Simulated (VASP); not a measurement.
Crystal: LiF.

```
Li F
1.0
     0.00000    2.07467    2.07467
     2.07467    0.00000    2.07467
     2.07467    2.07467    0.00000
Li F
1 1
Direct
  0.00000 0.00000 0.00000
  0.50000 0.50000 0.50000
```

This cell differs from its parent crystal: strain +4.0%.

Base run:

- Program: VASP 6.6.1
- Functional: r2SCAN
- Potentials or basis: VASP PAW PBE potentials, release 64 (Li_sv, F)
- Cutoff: 520 eV
- k mesh: 10 × 10 × 10
- Occupations: gaussian, width 0.01 eV
- Spin: no spin polarisation

Its results: band gap on the k mesh 9.44 eV, direct.

**Question.** The run is repeated on the same cell with these changes: functional from r2SCAN to PBE; occupations from gaussian, width 0.01 eV to fermi-dirac, width 0.02 eV. What comes out?

**Answer.** Band gap on the k mesh 8.34 eV, direct.

A k mesh can miss the band edges.
